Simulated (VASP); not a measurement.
# Ni (Im-3m) in VASP: further runs

The runs below take Ni through single point, relaxation of cell and atoms, with B3LYP, PBEsol+D3(BJ).

All numbers are computed with VASP 6.6.1; they aren't measurements. Logs are shortened: lines on timing, memory, paths and dates and some standing lists are left out, and cuts for length are marked.

### 1 The cell of the first run

Symmetry: Im-3m, No. 229, cubic system. The conventional cell has a = 2.813 Å, b = 2.813 Å, c = 2.813 Å, α = 90.00°, β = 90.00°, γ = 90.00°. Ni (site symmetry m-3m) has 14 Ni at 2.44 to 2.81 Å within 3.2 Å.

### 2 Single point, B3LYP, collinear spin, ferromagnetic start

Contents of POSCAR:

```
Ni
1.0
   -1.4064339044      1.4064339044      1.4064339044
    1.4064339044     -1.4064339044      1.4064339044
    1.4064339044      1.4064339044     -1.4064339044
Ni
1
Direct
    0.0000000000      0.0000000000      0.0000000000
```

Contents of INCAR.step1:

```
PREC     = Accurate       # precision mode
ENCUT    = 520            # plane-wave cutoff, eV
EDIFF    = 1E-5           # SCF threshold, eV
ISMEAR   = -1             # smearing method
SIGMA    = 0.05           # smearing width, eV
LREAL    = False          # projectors in reciprocal space
LASPH    = True           # aspherical terms in the spheres
NELM     = 150            # most SCF steps
ALGO     = Normal         # electronic algorithm
ISIF     = 2              # what is computed and relaxed
LWAVE    = True           # write WAVECAR
ISPIN    = 2              # spin polarisation
MAGMOM   = 1              # initial moments
LORBIT   = 11             # projections on sites
LMAXMIX  = 4              # l up to which the mixer works
NBANDS   = 15             # bands
GGA      = PE             # functional
```

Contents of INCAR.step2:

```
PREC     = Accurate       # precision mode
ENCUT    = 520            # plane-wave cutoff, eV
EDIFF    = 1E-6           # SCF threshold, eV
ISMEAR   = -1             # smearing method
SIGMA    = 0.05           # smearing width, eV
LREAL    = False          # projectors in reciprocal space
LASPH    = True           # aspherical terms in the spheres
NELM     = 150            # most SCF steps
ALGO     = Normal         # electronic algorithm
ISIF     = 2              # what is computed and relaxed
LWAVE    = False          # write WAVECAR
LCHARG   = True           # write CHGCAR
ISPIN    = 2              # spin polarisation
MAGMOM   = 1              # initial moments
LORBIT   = 11             # projections on sites
LMAXMIX  = 4              # l up to which the mixer works
GGA      = B3             # functional
LHFCALC  = True           # exact exchange
AEXX     = 0.2            # exact-exchange fraction
AGGAX    = 0.72         
AGGAC    = 0.81         
ALDAC    = 0.19         
PRECFOCK = Normal       
LELF     = True           # ELF
LVHAR    = True         
NBANDS   = 15             # bands
ISTART   = 1
```

Contents of KPOINTS:

```
Automatic mesh
0
Gamma
  7 7 7
```

Potentials or basis: VASP PAW PBE potentials, release 64 (Ni).

The run is started by

```bash
$ cat potpaw_PBE.64/Ni/POTCAR > POTCAR
$ cp INCAR.step1 INCAR
$ mpirun -np 1 vasp_std > vasp.out
$ cp INCAR.step2 INCAR
$ mpirun -np 1 vasp_std > vasp.out
```

OUTCAR:

```text
PREC = Accurate
   ENCUT = 520
   EDIFF = 1E-6
   ISMEAR = -1
   LREAL = False
   LASPH = True
   NELM = 150
   ISIF = 2
   ISPIN = 2
   LORBIT = 11
   GGA = B3
   LHFCALC = True
   AEXX = 0.2
   PRECFOCK = Normal
   ISTART = 1

 ion  position               nearest neighbor table
   1  0.000  0.000  0.000-

  LATTYP: Found a body centered cubic cell.
 ALAT       =     2.8128678088

  Lattice vectors:

 A1 = (  -1.4064339044,   1.4064339044,   1.4064339044)
 A2 = (   1.4064339044,  -1.4064339044,   1.4064339044)
 A3 = (   1.4064339044,   1.4064339044,  -1.4064339044)

Analysis of symmetry for initial positions (statically):
=====================================================================
 Subroutine PRICEL returns:
 Original cell was already a primitive cell.

 Routine SETGRP: Setting up the symmetry group for a
 body centered cubic supercell.

 Subroutine GETGRP returns: Found 48 space group operations
 (whereof 48 operations were pure point group operations)
 out of a pool of 48 trial point group operations.

The static configuration has the point symmetry O_h .

Analysis of symmetry for dynamics (positions and initial velocities):
=====================================================================
 Subroutine PRICEL returns:
 Original cell was already a primitive cell.

 Routine SETGRP: Setting up the symmetry group for a
 body centered cubic supercell.

 Subroutine GETGRP returns: Found 48 space group operations
 (whereof 48 operations were pure point group operations)
 out of a pool of 48 trial point group operations.

The dynamic configuration has the point symmetry O_h .

Analysis of structural, dynamic, and magnetic symmetry:
=====================================================================
 Subroutine PRICEL returns:
 Original cell was already a primitive cell.

 Routine SETGRP: Setting up the symmetry group for a
 body centered cubic supercell.

 Subroutine GETGRP returns: Found 48 space group operations
 (whereof 48 operations were pure point group operations)
 out of a pool of 48 trial point group operations.

The overall configuration has the point symmetry O_h .

 Subroutine INISYM returns: Found 48 space group operations
 (whereof 48 operations are pure point group operations),
 and found     1 'primitive' translations

----------------------------------------------------------------------------------------

                                     Primitive cell

  volume of cell :      11.1280

  direct lattice vectors                    reciprocal lattice vectors
    -1.406433904  1.406433904  1.406433904     0.000000000  0.355509063  0.355509063
[... 131 lines left out ...]
  free energy    TOTEN  =        -5.73128341 eV

  energy without entropy =       -5.72967633  energy(sigma->0) =       -5.73047987

 E-fermi :   8.6604     XC(G=0): -10.4321

 val. band max:        8.6079288022   @ k =   0.4286   0.0000   0.0000
 cond. band min:       9.0423812806   @ k =   0.4286   0.1429   0.0000
 fundamental gap:      0.4344524784
 Fermi energy:         8.6604255683

 spin component 1

 k-point     1 :       0.0000    0.0000    0.0000
  band No.  band energies     occupation
      1      -0.6416      1.00000
      2       5.2789      1.00000
      3       5.2789      1.00000
      4       5.2789      1.00000
      5       6.7061      1.00000
      6       6.7061      1.00000
      7      36.9109      0.00000
      8      36.9109      0.00000
      9      36.9109      0.00000
     10      41.7997      0.00000
     11      41.7997      0.00000
     12      42.4496      0.00000
     13      42.4496      0.00000
     14      42.4496      0.00000
[... 328 lines left out ...]
      1       3.5737      1.00000
      2       3.5796      1.00000
      3       7.1533      1.00000
      4       7.1533      1.00000
      5       7.3184      1.00000
      6      17.2884      0.00000
      7      20.6603      0.00000
      8      20.6603      0.00000
      9      26.2752      0.00000
     10      27.5423      0.00000
     11      31.5604      0.00000
     12      50.2756      0.00000
     13      55.3558      0.00000
     14      55.3558      0.00000
     15      57.7201      0.00000
 Fermi energy:         8.6604255683

 spin component 2

 k-point     1 :       0.0000    0.0000    0.0000
  band No.  band energies     occupation
      1      -0.7968      1.00000
      2       6.6640      1.00000
      3       6.6640      1.00000
      4       6.6640      1.00000
      5       7.1889      1.00000
      6       7.1889      1.00000
      7      36.7553      0.00000
      8      36.7553      0.00000
      9      36.7553      0.00000
     10      41.7251      0.00000
     11      41.7251      0.00000
     12      42.5600      0.00000
     13      42.5600      0.00000
     14      42.5600      0.00000
[... 329 lines left out ...]
      2       3.9090      1.00000
      3       9.7157      0.00000
      4       9.7157      0.00000
      5      10.0076      0.00000
      6      17.2746      0.00000
      7      20.6699      0.00000
      8      20.6699      0.00000
      9      26.3378      0.00000
     10      27.5835      0.00000
     11      31.6522      0.00000
     12      50.2517      0.00000
     13      55.3709      0.00000
     14      55.3709      0.00000
     15      57.7742      0.00000

------------------------ aborting loop because EDIFF is reached ----------------------------------------

  FORCE on cell =-STRESS in cart. coord.  units (eV):
  Direction    XX          YY          ZZ          XY          YZ          ZX
  --------------------------------------------------------------------------------------
  -------------------------------------------------------------------------------------
  Total        0.0264432      0.0264432      0.0264432      0.0000000      0.0000000      0.0000000
  in kB        3.8072115      3.8072115      3.8072115      0.0000000      0.0000000      0.0000000
  external PRESSURE =       3.8072115 kB  Pullay stress =       0.0000000 kB

 VOLUME and BASIS-vectors are now :
 -----------------------------------------------------------------------------
  energy-cutoff  :      520.00
  volume of cell :       11.13
      direct lattice vectors                 reciprocal lattice vectors
    -1.406433904  1.406433904  1.406433904     0.000000000  0.355509063  0.355509063
     1.406433904 -1.406433904  1.406433904     0.355509063  0.000000000  0.355509063
     1.406433904  1.406433904 -1.406433904     0.355509063  0.355509063  0.000000000

 POSITION                                       TOTAL-FORCE (eV/Angst)
 -----------------------------------------------------------------------------------
      0.00000      0.00000      0.00000        -0.000000      0.000000     -0.000000
 -----------------------------------------------------------------------------------
    total drift:                                0.000000      0.000000      0.000000

  FREE ENERGIE OF THE ION-ELECTRON SYSTEM (eV)
  ---------------------------------------------------
  free  energy   TOTEN  =        -5.7312834112 eV

  energy  without entropy=       -5.7296763251  energy(sigma->0) =       -5.73047987

 total charge

# of ion       s       p       d       tot
------------------------------------------
    1        0.473   0.415   8.482   9.370

 magnetization (x)

# of ion       s       p       d       tot
------------------------------------------
    1       -0.022  -0.024   0.572   0.526
```

OUTCAR.step1:

```text
PREC = Accurate
   ENCUT = 520
   EDIFF = 1E-5
   ISMEAR = -1
   LREAL = False
   LASPH = True
   NELM = 150
   ISIF = 2
   ISPIN = 2
   LORBIT = 11
   GGA = PE
[... 951 lines left out ...]
    total drift:                                0.000000      0.000000      0.000000

  FREE ENERGIE OF THE ION-ELECTRON SYSTEM (eV)
  ---------------------------------------------------
  free  energy   TOTEN  =        -5.3870714572 eV

  energy  without entropy=       -5.3773060181  energy(sigma->0) =       -5.38218874

 total charge

# of ion       s       p       d       tot
------------------------------------------
    1        0.481   0.476   8.315   9.272

 magnetization (x)

# of ion       s       p       d       tot
------------------------------------------
    1       -0.005  -0.018   0.561   0.538
```

Run time: 18 min. Hardware: 1 thread of Intel Xeon Platinum 8559C (Emerald Rapids), shared host; peak memory 0.13 GiB.

What came out:

```
Free energy                                           : -5.7313 eV
Pressure                                              : 0.4 GPa
Net moment                                            : 0.51 μB per cell
Site moments                                          : Ni +0.53 μB
Valence electrons inside the program's atomic spheres : Ni 9.37
```

Caveat: the k points lie up to 0.45 Å⁻¹ apart; the PAW data sets were made with another functional, which shifts forces and pressure a little.

### 3 Single point, PBEsol+D3(BJ), collinear spin, ferromagnetic start

This run uses another cell than the first one, of 10.17 Å³/atom, 0.914 times its volume.

Contents of INCAR:

```
ALGO     = Normal         # electronic algorithm
EDIFF    = 1E-6           # SCF threshold, eV
ENCUT    = 520            # plane-wave cutoff, eV
GGA      = PS             # functional
ISIF     = 2              # what is computed and relaxed
ISMEAR   = -1             # smearing method
ISPIN    = 2              # spin polarisation
IVDW     = 12             # dispersion correction
LASPH    = T              # aspherical terms in the spheres
LCHARG   = F              # write CHGCAR
LMAXMIX  = 4              # l up to which the mixer works
LORBIT   = 11             # projections on sites
LREAL    = F              # projectors in reciprocal space
LWAVE    = F              # write WAVECAR
MAGMOM   = 1              # initial moments
NBANDS   = 15             # bands
NELM     = 150            # most SCF steps
PREC     = Accurate       # precision mode
SIGMA    = 0.05           # smearing width, eV
```

Contents of KPOINTS:

```
k-points
0
Gamma
  13 13 13
```

Contents of POSCAR:

```
Ni
1.0
   -1.3648447799      1.3648447799      1.3648447799
    1.3648447799     -1.3648447799      1.3648447799
    1.3648447799      1.3648447799     -1.3648447799
Ni
1
Direct
    0.0000000000      0.0000000000      0.0000000000
```

Potentials or basis: VASP PAW PBE potentials, release 64 (Ni).

The run is started by

```bash
$ cat potpaw_PBE.64/Ni/POTCAR > POTCAR
$ mpirun -np 1 vasp_std > vasp.out
```

OUTCAR:

```text
EDIFF = 1E-6
   ENCUT = 520
   GGA = PS
   ISIF = 2
   ISMEAR = -1
   ISPIN = 2
   IVDW = 12
   LASPH = T
   LORBIT = 11
   LREAL = F
   NELM = 150
   PREC = Accurate
 IVDW          = 12

 ion  position               nearest neighbor table
   1  0.000  0.000  0.000-

  LATTYP: Found a body centered cubic cell.
 ALAT       =     2.7296895598

  Lattice vectors:

 A1 = (  -1.3648447799,   1.3648447799,   1.3648447799)
[... 1076 lines left out ...]
  --------------------------------------------------------------------------------------
  -------------------------------------------------------------------------------------
  Total      -0.01102    -0.01102    -0.01102     0.00000     0.00000    -0.00000
  in kB      -1.73650    -1.73650    -1.73650     0.00000     0.00000    -0.00000
  external pressure =       -1.74 kB  Pullay stress =        0.00 kB

 VOLUME and BASIS-vectors are now :
 -----------------------------------------------------------------------------
  energy-cutoff  :      520.00
  volume of cell :       10.17
      direct lattice vectors                 reciprocal lattice vectors
    -1.364844780  1.364844780  1.364844780     0.000000000  0.366342025  0.366342025
     1.364844780 -1.364844780  1.364844780     0.366342025  0.000000000  0.366342025
     1.364844780  1.364844780 -1.364844780     0.366342025  0.366342025  0.000000000

 POSITION                                       TOTAL-FORCE (eV/Angst)
 -----------------------------------------------------------------------------------
      0.00000      0.00000      0.00000        -0.000000     -0.000000      0.000000
 -----------------------------------------------------------------------------------
    total drift:                                0.000000      0.000000      0.000000

  FREE ENERGIE OF THE ION-ELECTRON SYSTEM (eV)
  ---------------------------------------------------
  free  energy   TOTEN  =        -6.4795558566 eV

  energy  without entropy=       -6.4642289957  energy(sigma->0) =       -6.47189243

 total charge

# of ion       s       p       d       tot
------------------------------------------
    1        0.524   0.559   8.363   9.445

 magnetization (x)

# of ion       s       p       d       tot
------------------------------------------
    1       -0.003  -0.013   0.558   0.543
```

OSZICAR:

```text
N       E                     dE             d eps       ncg     rms          rms(c)
DAV:   1     0.322068041812E+02    0.32207E+02   -0.41947E+03  5379   0.871E+02
DAV:   2    -0.576486537367E+01   -0.37972E+02   -0.35061E+02  5663   0.165E+02
DAV:   3    -0.714726025230E+01   -0.13824E+01   -0.13603E+01  6342   0.306E+01
DAV:   4    -0.715450878398E+01   -0.72485E-02   -0.72474E-02  6090   0.211E+00
DAV:   5    -0.715457897456E+01   -0.70191E-04   -0.70189E-04  6386   0.189E-01    0.111E+01
DAV:   6    -0.631352262474E+01    0.84106E+00   -0.12549E+01  7112   0.399E+01    0.524E+00
DAV:   7    -0.605565481366E+01    0.25787E+00   -0.18940E+00  6524   0.140E+01    0.216E+00
DAV:   8    -0.603569961667E+01    0.19955E-01   -0.33972E-02  7034   0.133E+00    0.950E-01
DAV:   9    -0.603345456977E+01    0.22450E-02   -0.11417E-03  8180   0.193E-01    0.257E-01
DAV:  10    -0.603297878100E+01    0.47579E-03   -0.25560E-04  7815   0.103E-01    0.352E-02
DAV:  11    -0.603297832591E+01    0.45509E-06   -0.10787E-05  6948   0.228E-02    0.174E-02
DAV:  12    -0.603297932534E+01   -0.99943E-06   -0.36564E-06  5967   0.159E-02
   1 F= -.64795559E+01 E0= -.64718924E+01  d E =-.153269E-01  mag=     0.5418
```

It took 12 s on 1 thread of Intel Xeon 6975P-C (Granite Rapids), shared host; peak memory 0.14 GiB.

What came out:

```
Free energy                                           : -6.4796 eV
Pressure                                              : -0.2 GPa
Net moment                                            : 0.54 μB per cell
Site moments                                          : Ni +0.54 μB
Valence electrons inside the program's atomic spheres : Ni 9.45
Dispersion energy per atom                            : -0.447 eV
```

Levels at points of the mesh, in eV from the Fermi level:
Spin up:
| k point | band 3 | band 4 | band 5 | band 6 | band 7 | band 8 |
| --- | --- | --- | --- | --- | --- | --- |
| (0.00, 0.00, 0.00) | -2.43 | -2.43 | -0.89 | -0.89 | 27.16 | 27.16 |
Spin down:
| k point | band 1 | band 2 | band 3 | band 4 | band 5 | band 6 | band 7 | band 8 | band 9 | band 10 |
| --- | --- | --- | --- | --- | --- | --- | --- | --- | --- | --- |
| (0.00, 0.00, 0.00) | -9.36 | -1.81 | -1.81 | -1.81 | -0.39 | -0.39 | 27.11 | 27.11 | 27.11 | 32.50 |

Caveat: the PAW data sets were made with another functional, which shifts forces and pressure a little; pairwise dispersion overbinds metals, which lowers pressure and volume.

### 4 Relaxation of cell and atoms, PBEsol+D3(BJ), collinear spin, ferromagnetic start

This run uses another cell than the first one, of 10.60 Å³/atom, 0.952 times its volume.

Contents of INCAR:

```
  PREC = Accurate
  ENCUT = 600
  EDIFF = 1E-7
  ISMEAR = -1
  SIGMA = 0.05
  LREAL = False
  LASPH = True
  NELM = 150
  ALGO = Normal
  ISIF = 3
  LWAVE = False
  LCHARG = False
  ISPIN = 2
  MAGMOM = 1
  LORBIT = 11
  LMAXMIX = 4
  GGA = PS
  IVDW = 12
  IBRION = 2
  NSW = 60
  EDIFFG = -0.01
```

Contents of KPOINTS:

```
regular mesh
0
Gamma
  13 13 13
```

Contents of POSCAR:

```
Ni
1.0
   -1.3837154700      1.3837154700      1.3837154700
    1.3837154700     -1.3837154700      1.3837154700
    1.3837154700      1.3837154700     -1.3837154700
Ni
1
Direct
    0.0000000000      0.0000000000      0.0000000000
```

The run is started by

```bash
$ cat potpaw_PBE.64/Ni/POTCAR > POTCAR
$ mpirun -np 1 vasp_std > vasp.out
```

It took 32 s on 1 thread of Intel Xeon 6975P-C (Granite Rapids), shared host; peak memory 0.16 GiB.

It converged, with:

```
Free energy                                           : -6.4796 eV
Relaxed volume                                        : 10.16 Å³/atom
Relaxed cell                                          : a = 2.363 Å, b = 2.363 Å, c = 2.363 Å, α = 109.47°, β = 109.47°, γ = 109.47°
Space group after relaxing (to 0.05 Å)                : Im-3m (No. 229)
Energy gained by relaxing                             : 12.8 meV/atom
Ionic steps                                           : 3
Pressure after relaxing                               : 0.0 GPa
Net moment                                            : 0.54 μB per cell
Site moments                                          : Ni +0.54 μB
Valence electrons inside the program's atomic spheres : Ni 9.45
Dispersion energy per atom                            : -0.447 eV
```

Step by step:
```csv
step,energy change (eV),largest force (eV/Å),pressure (GPa),volume (Å³)
1,0.0000,0.0000,-8.91,10.60
2,0.0008,0.0000,10.27,9.72
3,-0.0128,0.0000,0.04,10.16
```

Final structure:
```yaml
crystal:
  lattice:
    - [-1.36423, 1.36423, 1.36423]
    - [1.36423, -1.36423, 1.36423]
    - [1.36423, 1.36423, -1.36423]
  atoms:
    - { symbol: Ni, position: [0.00000, 0.00000, 0.00000] }
```

Levels at points of the mesh, in eV from the Fermi level:
Spin up:
```
           k point  band 2  band 3  band 4  band 5  band 6  band 7  band 8  band 9
(0.00, 0.00, 0.00)   -2.43   -2.43   -2.43   -0.89   -0.89   27.18   27.18   27.18
```
Spin down:
| k point | band 2 | band 3 | band 4 | band 5 | band 6 | band 7 | band 8 | band 9 |
| --- | --- | --- | --- | --- | --- | --- | --- | --- |
| (0.00, 0.00, 0.00) | -1.81 | -1.81 | -1.81 | -0.40 | -0.40 | 27.13 | 27.13 | 27.13 |

Caveat: the PAW data sets were made with another functional, which shifts forces and pressure a little; pairwise dispersion overbinds metals, which lowers pressure and volume.

### 5 Summary

```tsv
task	level	cell	k mesh	cutoff (eV)	grid for exact exchange (PRECFOCK)	gap on the mesh (eV)	pressure (GPa)	moment (μB)
single point	B3LYP	a = 2.436 Å, angles 109.5°, 1 atom	7 × 7 × 7	520	Normal	none	0.4	0.51
single point	PBEsol+D3(BJ)	a = 2.364 Å, angles 109.5°, 1 atom	13 × 13 × 13	520	-	none	-0.2	0.54
relaxation of cell and atoms	PBEsol+D3(BJ)	relaxed from a = 2.397 Å, angles 109.5°, 1 atom	13 × 13 × 13	600	-	none	0.0	0.54
```

Alike in all rows: potentials or basis VASP PAW PBE potentials, release 64 (Ni); spin collinear, ferromagnetic start; smearing fermi-dirac 0.05 eV.

Caveats: some runs use coarse meshes; the PAW data sets were made with another functional, which shifts forces and pressure a little; pairwise dispersion overbinds metals, which lowers pressure and volume (some runs).

Absolute energies hang on the potentials; compare differences alone.
